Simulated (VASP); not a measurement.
# GaP (F-43m) in VASP: further runs, part 2 of 2

VASP 6.6.1.

## 4. Elastic constants, PBEsol

This run uses another cell than the first one, of 18.74 Å³/atom.

INCAR

```
PREC = Accurate ; ENCUT = 600
EDIFF = 1E-8 ; ISMEAR = 0
SIGMA = 0.01 ; LREAL = False
LASPH = True ; NELM = 60
ALGO = Normal ; ISIF = 3
LWAVE = False ; LCHARG = False
GGA = PS ; NBANDS = 16
IBRION = 6 ; NFREE = 2
POTIM = 0.015 ; NSW = 1
```

KPOINTS

```
regular mesh
0
Gamma
  8 8 8
```

POSCAR

```
GaP
1.0
    0.0000000000      2.6562080429      2.6562080429
    2.6562080429      0.0000000000      2.6562080429
    2.6562080429      2.6562080429      0.0000000000
Ga P
1 1
Direct
    0.0000000000      0.0000000000      0.0000000000
    0.7500000000      0.7500000000      0.7500000000
```

Potentials or basis: VASP PAW PBE potentials, release 64 (Ga_d, P).

Launch:

```console
$ cat potpaw_PBE.64/Ga_d/POTCAR potpaw_PBE.64/P/POTCAR > POTCAR
$ mpirun -np 1 vasp_std > vasp.out
```

OUTCAR:

```text
PREC = Accurate
   ENCUT = 600
   EDIFF = 1E-8
   ISMEAR = 0
   LREAL = False
   LASPH = True
   NELM = 60
   ISIF = 3
   GGA = PS
   IBRION = 6
   NFREE = 2
   POTIM = 0.015
   NSW = 1

 ion  position               nearest neighbor table
   1  0.000  0.000  0.000-   2 2.30   2 2.30   2 2.30   2 2.30
   2  0.750  0.750  0.750-   1 2.30   1 2.30   1 2.30   1 2.30

  LATTYP: Found a face centered cubic cell.
 ALAT       =     5.3124160858

  Lattice vectors:

 A1 = (   0.0000000000,   2.6562080429,   2.6562080429)
 A2 = (   2.6562080429,   0.0000000000,   2.6562080429)
 A3 = (   2.6562080429,   2.6562080429,   0.0000000000)

Analysis of symmetry for initial positions (statically):
=====================================================================
 Subroutine PRICEL returns:
 Original cell was already a primitive cell.

 Routine SETGRP: Setting up the symmetry group for a
 face centered cubic supercell.

 Subroutine GETGRP returns: Found 24 space group operations
 (whereof 24 operations were pure point group operations)
 out of a pool of 48 trial point group operations.

The static configuration has the point symmetry T_d .

Analysis of symmetry for dynamics (positions and initial velocities):
=====================================================================
 Subroutine PRICEL returns:
 Original cell was already a primitive cell.

[... 820 lines left out ...]
  in kB       68.7639065     68.9118412     68.9118412      0.0000000     -6.8413451      0.0000000
  external PRESSURE =      68.8625297 kB  Pullay stress =       0.0000000 kB
[... 17 lines left out ...]
  FREE ENERGIE OF THE ION-ELECTRON SYSTEM (eV)
  ---------------------------------------------------
  free  energy   TOTEN  =        -9.8649262873 eV

  energy  without entropy=       -9.8649262873  energy(sigma->0) =       -9.86492629

 INTERNAL STRAIN TENSORS FROM STRAINED CELLS
 ============================================

 INTERNAL STRAIN TENSOR FOR ION    1 for displacements in x,y,z  (eV/Angst):
          X           Y           Z          XY          YZ          ZX
  --------------------------------------------------------------------------------
  x     0.00000    -0.00000     0.00000    -0.00000   -10.68337     0.00000
  y    -0.00000     0.00000     0.00000    -0.00000     0.00000   -10.68390
  z    -0.00000    -0.00000     0.00000   -10.68297    -0.00000     0.00000

 INTERNAL STRAIN TENSORS FROM DISPLACED ATOMS
 ============================================

 INTERNAL STRAIN TENSOR FOR ION    1 for displacements in x,y,z  (eV/Angst):
          X           Y           Z          XY          YZ          ZX
  --------------------------------------------------------------------------------
  x     0.00000     0.00000     0.00000     0.00000   -10.67990     0.00000
  y     0.00000     0.00000     0.00000     0.00000     0.00000   -10.67990
  z     0.00000     0.00000     0.00000   -10.67990     0.00000     0.00000

 INTERNAL STRAIN TENSOR FOR ION    2 for displacements in x,y,z  (eV/Angst):
          X           Y           Z          XY          YZ          ZX
  --------------------------------------------------------------------------------
  x     0.00000    -0.00000    -0.00000     0.00000    10.67724     0.00000
  y    -0.00000     0.00000    -0.00000     0.00000     0.00000    10.67724
  z    -0.00000    -0.00000     0.00000    10.67724     0.00000     0.00000

 Eigenvectors and eigenvalues of the dynamical matrix
 ----------------------------------------------------

   1 f  =   11.608269 THz    72.936908 2PiTHz  387.210189 cm-1    48.007923 meV
             X         Y         Z           dx          dy          dz
      0.000000  0.000000  0.000000    -0.546199   -0.097702    0.000000
      3.984312  3.984312  3.984312     0.818939    0.146489    0.000000
[... 21 lines left out ...]
   6 f/i=    0.003564 THz     0.022395 2PiTHz    0.118892 cm-1     0.014741 meV
             X         Y         Z           dx          dy          dz
      0.000000  0.000000  0.000000    -0.588269    0.588269    0.000000
      3.984312  3.984312  3.984312    -0.392352    0.392352    0.000000

--------------------------------------------------------------------------------------------------------

 ELASTIC MODULI CONTR FROM IONIC RELAXATION (kBar)
 Direction    XX          YY          ZZ          XY          YZ          ZX
 --------------------------------------------------------------------------------
 XX          -0.0000     -0.0000     -0.0000      0.0000      0.0000      0.0000
 YY          -0.0000     -0.0000     -0.0000      0.0000      0.0000      0.0000
 ZZ          -0.0000     -0.0000     -0.0000      0.0000      0.0000      0.0000
 XY           0.0000      0.0000      0.0000   -412.1158      0.0000      0.0000
 YZ           0.0000      0.0000      0.0000      0.0000   -412.1158      0.0000
 ZX           0.0000      0.0000      0.0000      0.0000      0.0000   -412.1158
 --------------------------------------------------------------------------------

 TOTAL ELASTIC MODULI (kBar)
 Direction    XX          YY          ZZ          XY          YZ          ZX
 --------------------------------------------------------------------------------
 XX        1567.9234    823.7786    823.7786     -0.0000      0.0000      0.0000
 YY         823.7786   1567.9234    823.7786     -0.0000      0.0000     -0.0000
 ZZ         823.7786    823.7786   1567.9234      0.0000      0.0000      0.0000
 XY          -0.0000     -0.0000      0.0000    722.8813      0.0000      0.0000
 YZ           0.0000      0.0000      0.0000      0.0000    722.8813      0.0000
 ZX           0.0000     -0.0000      0.0000      0.0000      0.0000    722.8813
 --------------------------------------------------------------------------------
```

stdout:

```text
POSCAR found type information on POSCAR GaP
 POSCAR found :  2 types and       2 ions
 scaLAPACK will be used
 -----------------------------------------------------------------------------
|                                                                             |
|                                                                             |
|     You enforced a specific xc type in the INCAR file but a different       |
|     I HOPE YOU KNOW WHAT YOU ARE DOING!                                     |
[... 32 lines left out ...]
 Finite differences progress:
 bond charge predicted
 Finite differences progress:
 bond charge predicted
 Finite differences progress:
 bond charge predicted
 Finite differences progress:
 bond charge predicted
 Finite differences progress:
 bond charge predicted
 Finite differences progress:
 bond charge predicted
 Finite differences progress:
```

Run time: 25 min. Hardware: 1 thread of Intel Xeon 8259CL, shared host; peak memory 0.33 GiB.

What came out:

- Elastic constants C11, C12, C44: 157, 82, 72 GPa
- Voigt bulk modulus: 107 GPa
- Highest phonon frequency at Γ, LO-TO splitting left out: 387 cm⁻¹

Phonon frequencies in cm⁻¹ (negative: imaginary):
| q point | frequencies |
| --- | --- |
| (0.000, 0.000, 0.000) | 0 0 0 387 387 387 |

Elastic tensor in Voigt notation (GPa, in the Cartesian axes of the cell as first typed):
```
157  82  82   0   0   0
 82 157  82   0   0   0
 82  82 157   0   0   0
  0   0   0  72   0   0
  0   0   0   0  72   0
  0   0   0   0   0  72
```

Clamped-ion elastic tensor (GPa):
```
157  82  82   0   0   0
 82 157  82   0   0   0
 82  82 157   0   0   0
  0   0   0 113   0   0
  0   0   0   0 113   0
  0   0   0   0   0 113
```

Caveat: the cell is under stress, which shifts elastic constants; the PAW data sets were made with another functional, which shifts forces and pressure a little.

## 5. Elastic constants, PBEsol

This run uses another cell than the first one, of 19.27 Å³/atom.

INCAR

```
SYSTEM = GaP
PREC = Accurate
ENCUT = 600
EDIFF = 1E-8
ISMEAR = 0
SIGMA = 0.01
LREAL = .False.
LASPH = .True.
NELM = 100
ALGO = Normal
ISIF = 3
LWAVE = .False.
LCHARG = .False.
GGA = PS
NBANDS = 16
IBRION = 6
NFREE = 2
POTIM = 0.015
NSW = 1
```

KPOINTS

```
regular mesh
0
Gamma
  8 8 8
  0 0 0
```

POSCAR

```
GaP
1.0
    0.0000000000      2.6807906423      2.6807906423
    2.6807906423      0.0000000000      2.6807906423
    2.6807906423      2.6807906423      0.0000000000
Ga P
1 1
Direct
    0.0000000000      0.0000000000      0.0000000000
    0.7500000000      0.7500000000      0.7500000000
```

Launch:

```console
$ cat potpaw_PBE.64/Ga_d/POTCAR potpaw_PBE.64/P/POTCAR > POTCAR
$ mpirun -np 1 vasp_std > vasp.out
```

It took 22 min on 1 thread of Intel Xeon 8259CL, shared host; peak memory 0.33 GiB.

The run converged. Its results:

```yaml
Elastic_constants_C11_C12_C44: 148, 73, 71 GPa
Voigt_bulk_modulus: 98 GPa
Highest_phonon_frequency_at_Γ_LO-TO_splitting_left_out: 374 cm⁻¹
```

Phonon frequencies in cm⁻¹ (negative: imaginary):
| q point | frequencies |
| --- | --- |
| (0.000, 0.000, 0.000) | 0 0 0 374 374 374 |

Elastic tensor in Voigt notation (GPa, in the Cartesian axes of the cell as first typed):
```
148  73  73   0   0   0
 73 148  73   0   0   0
 73  73 148   0   0   0
  0   0   0  71   0   0
  0   0   0   0  71   0
  0   0   0   0   0  71
```

Clamped-ion elastic tensor (GPa):
```
148  73  73   0   0   0
 73 148  73   0   0   0
 73  73 148   0   0   0
  0   0   0 104   0   0
  0   0   0   0 104   0
  0   0   0   0   0 104
```

Caveat: the cell is under stress, which shifts elastic constants; the PAW data sets were made with another functional, which shifts forces and pressure a little.
